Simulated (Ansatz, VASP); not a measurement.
# Two plane-wave programs on MgO

The input INCAR:

```
PREC = Accurate
ENCUT = 520
EDIFF = 1E-6
ISMEAR = 0
SIGMA = 0.05
LREAL = False
LASPH = True
NELM = 100
ALGO = Normal
ISIF = 2
LWAVE = False
LCHARG = False
GGA = PS
NBANDS = 11
```

Contents of KPOINTS:

```
regular mesh
0
Gamma
  10 10 10
```

Contents of POSCAR:

```
MgO
1.0
    0.0000000000      2.1075959641      2.1075959641
    2.1075959641      0.0000000000      2.1075959641
    2.1075959641      2.1075959641      0.0000000000
Mg O
1 1
Direct
   -0.0126180202      0.0126180202      0.0252360405
    0.5191687594      0.4808312406      0.4616624812
```

Input for Ansatz:

```yaml
crystal:
  lattice:
    - [0.0, 2.1075959641, 2.1075959641]
    - [2.1075959641, 0.0, 2.1075959641]
    - [2.1075959641, 2.1075959641, 0.0]
  atoms:
    - { symbol: Mg, position: [-0.0126180202, 0.0126180202, 0.0252360405] }
    - { symbol: O, position: [0.5191687594, 0.4808312406, 0.4616624812] }
basis:
  ecutwfc: 520.0
kpoints:
  mp_grid: { grid: [10, 10, 10] }
hamiltonian:
  xc: pbesol
  pseudopotentials: { kind: paw, azcp: { folder: soft_1 } }
scf:
  occupations: { method: gaussian, width: 0.05 }
output:
  forces: true
  stress: true
  eigenvalues: true
```

Change from the starting cell: mode 4 frozen in at -0.121 Å and mode 5 at -0.040 Å (largest displacements).

Alike in both runs: task single point; functional PBEsol; k mesh 10 × 10 × 10; occupations gaussian, width 0.05 eV; no spin polarisation.

|  | VASP | Ansatz |
| --- | --- | --- |
| version | VASP 6.6.1 | Ansatz 0.2.0 |
| potentials or method | VASP PAW PBE potentials, release 64 (Mg, O), cutoff 520 eV | scalar-relativistic, plane waves, PAW |
| valence electrons in the cell | 8 | 16 |

VASP gave:

* gap on the k mesh at the Fermi level (eV): 4.60
* least direct gap on the mesh (eV): 4.60
* pressure (GPa): 4.1
* traceless stress, the component that is largest in VASP (GPa): 9.50
* rms of the force components (eV/Å): 0.819

Question: Estimate Ansatz's values.

Answer: gap on the k mesh at the Fermi level (eV): 4.60; least direct gap on the mesh (eV): 4.60; pressure (GPa): 4.4; traceless stress, the component that is largest in VASP (GPa): 9.30; rms of the force components (eV/Å): 0.807.

VASP's potentials were made for PBE, not for PBEsol, and Ansatz warns of the same on its side. Atom by atom the forces differ by 0.012 eV/Å (rms over components). VASP's potentials hold 8 valence electrons a cell and Ansatz's 16, so a difference there can come from the potentials and not from the codes.
